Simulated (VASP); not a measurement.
# TiO2 (Anatase) (I4_1/amd) in VASP: further runs

Aim: see how the results for TiO2 (Anatase) move with the level of theory and the settings. Levels: PBEsol, LDA. Tasks: electric field gradients.

Everything below comes from runs of VASP 6.6.1. Logs are shortened: lines on timing, memory, paths and dates and some standing lists are left out, and cuts for length are marked.

### Step 1. The cell of the first run

It takes space group I4_1/amd (No. 141, tetragonal). The conventional cell has a = 3.784 Å, b = 3.784 Å, c = 9.515 Å, α = 90.00°, β = 90.00°, γ = 90.00°. Ti (site symmetry -4m2) has 6 O at 1.93 to 1.99 Å within 2.6 Å. Within 2.6 Å of O (site symmetry 2mm) lie 3 Ti at 1.93 to 1.99 Å and 2 O at 2.47 Å.

### Step 2. Electric field gradients, PBEsol

Contents of INCAR:

```
PREC = Accurate ; ENCUT = 520
EDIFF = 1E-8 ; ISMEAR = -1
SIGMA = 0.02 ; LREAL = F
LASPH = T ; NELM = 80
ALGO = Normal ; ISIF = 2
LWAVE = F ; LCHARG = F
GGA = PS ; LEFG = T
NBANDS = 33
```

Contents of KPOINTS:

```
regular mesh
0
Gamma
  11 11 11
```

Contents of POSCAR:

```
TiO2
1.0
   -1.8921000000      1.8921000000      4.7573000000
    1.8921000000     -1.8921000000      4.7573000000
    1.8921000000      1.8921000000     -4.7573000000
Ti O
2 4
Direct
    0.0000000000      0.0000000000      0.0000000000
    0.7500000000      0.2500000000      0.5000000000
    0.2087868538      0.2087868538      0.0000000000
    0.9587868538      0.4587868538      0.5000000000
    0.5412131462      0.0412131462      0.5000000000
    0.7912131462      0.7912131462      0.0000000000
```

Potentials or basis: VASP PAW PBE potentials, release 64 (Ti_sv, O).

The run is started by

```
$ cat potpaw_PBE.64/Ti_sv/POTCAR potpaw_PBE.64/O/POTCAR > POTCAR
$ mpirun -np 1 vasp_std > vasp.out
```

OUTCAR:

```text
PREC = Accurate
   ENCUT = 520
   EDIFF = 1E-8
   ISMEAR = -1
   LREAL = F
   LASPH = T
   NELM = 80
   ISIF = 2
   GGA = PS

 ion  position               nearest neighbor table
   1  0.000  0.000  0.000-   5 1.93   4 1.93   5 1.93   4 1.93   3 1.99   6 1.99
   2  0.750  0.250  0.500-   6 1.93   3 1.93   6 1.93   3 1.93   4 1.99   5 1.99
   3  0.209  0.209  0.000-   2 1.93   2 1.93   1 1.99
   4  0.959  0.459  0.500-   1 1.93   1 1.93   2 1.99
   5  0.541  0.041  0.500-   1 1.93   1 1.93   2 1.99
   6  0.791  0.791  0.000-   2 1.93   2 1.93   1 1.99

  LATTYP: Found a body centered tetragonal cell.
 ALAT       =     3.7842000000
 C/A-ratio  =     2.5142962846

  Lattice vectors:

 A1 = (  -1.8921000000,   1.8921000000,   4.7573000000)
 A2 = (   1.8921000000,  -1.8921000000,   4.7573000000)
 A3 = (   1.8921000000,   1.8921000000,  -4.7573000000)

Analysis of symmetry for initial positions (statically):
=====================================================================
 Subroutine PRICEL returns:
 Original cell was already a primitive cell.

 Routine SETGRP: Setting up the symmetry group for a
 body centered tetragonal supercell.

 Subroutine GETGRP returns: Found 16 space group operations
 (whereof  8 operations were pure point group operations)
 out of a pool of 16 trial point group operations.

The static configuration has the point symmetry D_2d.
 The point group associated with its full space group is D_4h.

Analysis of symmetry for dynamics (positions and initial velocities):
=====================================================================
 Subroutine PRICEL returns:
 Original cell was already a primitive cell.

 Routine SETGRP: Setting up the symmetry group for a
 body centered tetragonal supercell.

 Subroutine GETGRP returns: Found 16 space group operations
 (whereof  8 operations were pure point group operations)
 out of a pool of 16 trial point group operations.

The dynamic configuration has the point symmetry D_2d.
 The point group associated with its full space group is D_4h.

 Subroutine INISYM returns: Found 16 space group operations
 (whereof  8 operations are pure point group operations),
 and found     1 'primitive' translations

----------------------------------------------------------------------------------------

                                     Primitive cell

  volume of cell :      68.1253

  direct lattice vectors                    reciprocal lattice vectors
    -1.892100000  1.892100000  4.757300000     0.000000000  0.264256646  0.105101633
     1.892100000 -1.892100000  4.757300000     0.264256646  0.000000000  0.105101633
     1.892100000  1.892100000 -4.757300000     0.264256646  0.264256646  0.000000000

  length of vectors
     5.458203744  5.458203744  5.458203744     0.284390450  0.284390450  0.373715333

  position of ions in fractional coordinates (direct lattice)
     0.000000000  0.000000000  0.000000000
     0.750000000  0.250000000  0.500000000
     0.208786854  0.208786854  0.000000000
     0.958786854  0.458786854  0.500000000
     0.541213146  0.041213146  0.500000000
     0.791213146  0.791213146  0.000000000

  ion indices of the primitive-cell ions
   primitive index   ion index
                 1           1
                 2           2
                 3           3
                 4           4
                 5           5
                 6           6

----------------------------------------------------------------------------------------

 KPOINTS: regular mesh

Automatic generation of k-mesh.
 Grid dimensions read from file:
 generate k-points for:   11   11   11

 Generating k-lattice:

  Cartesian coordinates                     Fractional coordinates (reciprocal lattice)
     0.000000000  0.024023331  0.009554694     0.090909091  0.000000000  0.000000000
     0.024023331  0.000000000  0.009554694     0.000000000  0.090909091  0.000000000
     0.024023331  0.024023331  0.000000000     0.000000000  0.000000000  0.090909091

  Length of vectors
     0.025853677  0.025853677  0.033974121

  Shift w.r.t. Gamma in fractional coordinates (k-lattice)
     0.000000000  0.000000000  0.000000000

 Subroutine IBZKPT returns following result:
 ===========================================

 Found    126 irreducible k-points:

 Following reciprocal coordinates:
            Coordinates               Weight
  0.000000  0.000000  0.000000      1.000000
  0.090909  0.000000  0.000000      8.000000
  0.181818 -0.000000  0.000000      8.000000
  0.272727  0.000000  0.000000      8.000000
  0.363636  0.000000  0.000000      8.000000
  0.454545 -0.000000  0.000000      8.000000
[... 16 lines left out ...]
 -0.272727  0.181818  0.000000     16.000000
 -0.181818  0.181818  0.000000      4.000000
 [... further k-points ...]
   k-points           NKPTS =    126   k-points in BZ     NKDIM =    126   number of bands    NBANDS=     33
   number of dos      NEDOS =    301   number of ions     NIONS =      6
   total plane-waves  NPLWV =  74088
   dimension x,y,z NGX =    42 NGY =   42 NGZ =   42
   dimension x,y,z NGXF=    84 NGYF=   84 NGZF=   84
   ions per type =               2   4
   NGX,Y,Z   is equivalent  to a cutoff of  12.79, 12.79, 12.79 a.u.
   NGXF,Y,Z  is equivalent  to a cutoff of  25.58, 25.58, 25.58 a.u.
 SYSTEM =  unknown system
   PREC   = accura    normal or accurate (medium, high low for compatibility)
   ISTART =      0    job   : 0-new  1-cont  2-samecut
   ICHARG =      2    charge: 1-file 2-atom 10-const
   ISPIN  =      1    spin polarized calculation?
   LNONCOLLINEAR =      F non collinear calculations
   LSORBIT =      F    spin-orbit coupling
   LASPH  =      T    aspherical Exc in radial PAW
   ENCUT  =  520.0 eV  38.22 Ry    6.18 a.u.  10.15 10.15 10.15*2*pi/ulx,y,z
   NELM   =     80;   NELMIN=  2; NELMDL= -5     # of ELM steps
   EDIFF  = 0.1E-07   stopping-criterion for ELM
   LREAL  =      F    real-space projection
   EDIFFG = 0.1E-06   stopping-criterion for IOM
   NSW    =      0    number of steps for IOM
   IBRION =     -1    ionic relax: 0-MD 1-quasi-New 2-CG
   NFREE  =      0    steps in history (QN), initial steepest desc. (CG)
   ISIF   =      2    stress and relaxation
   ISYM   =      2    0-nonsym 1-usesym 2-fastsym
   POTIM  = 0.5000    time-step for ionic-motion
   TEBEG  =    0.0;   TEEND  =   0.0 temperature during run
   PSTRESS=    0.0 pullay stress
   NELECT =      48.0000    total number of electrons
   NUPDOWN=      -1.0000    fix difference up-down
   EMIN   =  10.00;   EMAX   =-10.00  energy-range for DOS
   EFERMI =   0.00;   METHOD = LEGACY
   ISMEAR =    -1;   SIGMA  =   0.02  broadening in eV -4-tet -1-fermi 0-gaus
   EFERMI_NEDOS =   21; number of points for ismear=-14 and -15
   IALGO  =     38    algorithm
   IMIX   =      4    mixing-type and parameters
     AMIX     =   0.40;   BMIX     =  1.00
     AMIX_MAG =   1.60;   BMIX_MAG =  1.00
  volume/ion in A,a.u.               =      11.35        76.62
  Fermi-wavevector in a.u.,A,eV,Ry     =   1.456752  2.752862 28.873289  2.122127
  Thomas-Fermi vector in A             =   2.573634
   LORBIT       =      0    0 simple, 1 ext, 2 COOP (PROOUT), +10 PAW based schemes
   GGA     = PS    functional components
   LHFCALC =     F    Hartree Fock is set to
   AEXX    =    0.0000 exact exchange contribution
   IVDW    =     0    specifies the selected vdW correction
   LEPSILON=     F    determine dielectric tensor
   LRPA    =     F    only Hartree local field effects (RPA)
 non-spin polarized calculation
  energy-cutoff  :      520.00
  volume of cell :       68.13
 maximum number of plane-waves:      1849
 NGX is ok and might be reduce to    42
   NGX = 21   NGY = 21   NGZ = 21

 number of electron      47.9999990 magnetization

 Free energy of the ion-electron system (eV)
  ---------------------------------------------------
  ext. energy  EPLUGINS =         0.00000000
  ---------------------------------------------------
  free energy    TOTEN  =       -56.21628624 eV

  energy without entropy =      -56.21628624  energy(sigma->0) =      -56.21628624

 E-fermi :   3.7403     XC(G=0): -11.0219

 val. band max:        3.3051954585   @ k =  -0.4545   0.4545   0.0000
 cond. band min:       5.3318537125   @ k =   0.0000   0.0000   0.0000
 fundamental gap:      2.0266582541
 Fermi energy:         3.7402815468

 k-point     1 :       0.0000    0.0000    0.0000
  band No.  band energies     occupation
      1     -52.8585      2.00000
      2     -52.7961      2.00000
      3     -29.4415      2.00000
      4     -29.1989      2.00000
      5     -29.1989      2.00000
      6     -29.1252      2.00000
[... 25 lines left out ...]
     32       8.6151      0.00000
     33       8.6166      0.00000

 k-point     2 :       0.0909    0.0000    0.0000
  band No.  band energies     occupation
      1     -52.8574      2.00000
      2     -52.7969      2.00000
      3     -29.4392      2.00000
      4     -29.2100      2.00000
      5     -29.1998      2.00000
      6     -29.1297      2.00000
[... 25 lines left out ...]
     32       8.6463      0.00000
     33       8.8747      0.00000
[... 754 lines left out ...]
     32       9.8944      0.00000
     33       9.9734      0.00000

 k-point    24 :      -0.1818    0.1818    0.0000
  band No.  band energies     occupation
      1     -52.8522      2.00000
      2     -52.7997      2.00000
      3     -29.4384      2.00000
      4     -29.2539      2.00000
      5     -29.2177      2.00000
      6     -29.1576      2.00000
[... 25 lines left out ...]
     32       9.6300      0.00000
     33       9.9232      0.00000

 [... further k-points ...]
[... 5 lines left out ...]
  --------------------------------------------------------------------------------------
  -------------------------------------------------------------------------------------
  Total       -0.2894287     -0.2894287     -0.3591557      0.0000000      0.0000000      0.0000000
  in kB       -6.8068083     -6.8068083     -8.4466519      0.0000000      0.0000000      0.0000000
  external PRESSURE =      -7.3534229 kB  Pullay stress =       0.0000000 kB

 VOLUME and BASIS-vectors are now :
 -----------------------------------------------------------------------------
  energy-cutoff  :      520.00
  volume of cell :       68.13
      direct lattice vectors                 reciprocal lattice vectors
    -1.892100000  1.892100000  4.757300000     0.000000000  0.264256646  0.105101633
     1.892100000 -1.892100000  4.757300000     0.264256646  0.000000000  0.105101633
     1.892100000  1.892100000 -4.757300000     0.264256646  0.264256646  0.000000000

 POSITION                                       TOTAL-FORCE (eV/Angst)
 -----------------------------------------------------------------------------------
      0.00000      0.00000      0.00000        -0.000000     -0.000000      0.000000
      0.00000      1.89210      2.37865        -0.000000     -0.000000      0.000000
      0.00000      0.00000      1.98652        -0.000000     -0.000000     -0.087273
     -0.00000      1.89210      4.36517         0.000000      0.000000     -0.087273
      0.00000      1.89210      0.39213         0.000000      0.000000      0.087273
      0.00000      0.00000      7.52808        -0.000000     -0.000000      0.087273
 -----------------------------------------------------------------------------------
    total drift:                                0.000000      0.000000     -0.000000

  FREE ENERGIE OF THE ION-ELECTRON SYSTEM (eV)
  ---------------------------------------------------
  free  energy   TOTEN  =       -56.2162862368 eV

  energy  without entropy=      -56.2162862368  energy(sigma->0) =      -56.21628624

 Electric field gradients (V/A^2)
---------------------------------------------------------------------
 ion       V_xx      V_yy      V_zz      V_xy      V_xz      V_yz
---------------------------------------------------------------------
   1      -6.196    -6.196    12.392    -0.001     0.000     0.000
   2      -6.196    -6.196    12.392    -0.001     0.000     0.000
   3     -10.426    15.336    -4.910     0.000    -0.001    -0.001
   4      15.336   -10.426    -4.910     0.000    -0.001    -0.001
   5     -10.426    15.336    -4.910     0.000    -0.001    -0.001
   6      15.336   -10.426    -4.910     0.000    -0.001    -0.001
---------------------------------------------------------------------

 Electric field gradients after diagonalization (V/A^2)
 (convention: |V_zz| > |V_xx| > |V_yy|)
----------------------------------------------------------------------
 ion       V_xx      V_yy      V_zz     asymmetry (V_yy - V_xx)/ V_zz
----------------------------------------------------------------------
   1      -6.197    -6.195    12.392       0.000
   2      -6.197    -6.195    12.392       0.000
   3     -10.426    -4.910    15.336       0.360
   4     -10.426    -4.910    15.336       0.360
   5     -10.426    -4.910    15.336       0.360
   6     -10.426    -4.910    15.336       0.360
----------------------------------------------------------------------

           NMR quadrupolar parameters

 Cq : quadrupolar parameter    Cq=e*Q*V_zz/h
 eta: asymmetry parameters     (V_yy - V_xx)/ V_zz
 Q  : nuclear electric quadrupole moment in mb (millibarn)
----------------------------------------------------------------------
 ion       Cq(MHz)       eta       Q (mb)
----------------------------------------------------------------------
   1       0.030       0.000       1.000
   2       0.030       0.000       1.000
   3       0.037       0.360       1.000
   4       0.037       0.360       1.000
   5       0.037       0.360       1.000
   6       0.037       0.360       1.000
----------------------------------------------------------------------
```

It took 24 min on 1 thread of AMD EPYC 7R13, shared host; peak memory 0.37 GiB.

Results:

```yaml
Free_energy: -56.2163 eV
Pressure: -0.7 GPa
Largest_force: 0.087 eV/Å
Band_gap_on_the_k_mesh: 2.03 eV, indirect (least direct gap 2.39 eV)
```

Forces in eV/Å, atoms in the order of the input:
```
Ti   0.000  0.000  0.000
Ti   0.000  0.000  0.000
O    0.000  0.000 -0.087
O    0.000  0.000 -0.087
O    0.000  0.000  0.087
O    0.000  0.000  0.087
```

Electric field gradients, principal values (V/Å²):
```
atom   least   middle  greatest (by size)
1 Ti  -6.195   -6.197              12.392
2 Ti  -6.195   -6.197              12.392
 3 O  -4.910  -10.426              15.336
 4 O  -4.910  -10.426              15.336
 5 O  -4.910  -10.426              15.336
 6 O  -4.910  -10.426              15.336
```

Caveat: without QUAD_EFG the Cq values of the log hold for a quadrupole moment of 1 mb, not for the nuclei; the PAW data sets were made with another functional, which shifts forces and pressure a little.

[end of part 1 of 2]
